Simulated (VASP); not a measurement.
Input of a VASP 6.6.1 run:

File POSCAR:

```
Ir
1.0
   -0.4165494782      1.7380167885      1.7380167885
    1.7380167885     -0.4165494782      1.7380167885
    1.7380167885      1.7380167885     -0.4165494782
Ir
1
Direct
    0.0000000000      0.0000000000      0.0000000000
```

The input INCAR.step1:

```
SYSTEM = Ir
PREC = Accurate
ENCUT = 520
ISMEAR = 0
SIGMA = 0.15
LREAL = .FALSE.
LASPH = .TRUE.
NELM = 80
NBANDS = 10
GGA = PE
ALGO = Normal
EDIFF = 1E-4
LWAVE = .TRUE.
LCHARG = .FALSE.
```

File INCAR.step2:

```
SYSTEM = Ir
PREC = Accurate
ENCUT = 520
EDIFF = 1E-6
ISMEAR = 0
SIGMA = 0.15
LREAL = .FALSE.
LASPH = .TRUE.
NELM = 80
ALGO = Normal
ISIF = 2
LWAVE = .FALSE.
LCHARG = .FALSE.
METAGGA = R2SCAN
LMIXTAU = .TRUE.
NBANDS = 10
ISTART = 1
```

The input KPOINTS:

```
Automatic mesh
0
G
  30 30 30
  0 0 0
```

Potentials or basis: VASP PAW PBE potentials, release 64 (Ir).

Launch:

```bash
$ cat potpaw_PBE.64/Ir/POTCAR > POTCAR
$ cp INCAR.step1 INCAR
$ mpirun -np 1 vasp_std > vasp.out
$ cp INCAR.step2 INCAR
$ mpirun -np 1 vasp_std > vasp.out
```

(1) Predict the band gap on the k mesh.

(2) What does it give for the pressure?

Results:

(1) zero (an odd number of electrons rules out a gap without spin polarisation).

(2) 46.4 GPa.

Caveat: the cell stands under pressure; the PAW data sets were made with another functional, which shifts forces and pressure a little; spin-orbit coupling is left out, which moves the levels of the heavy elements.
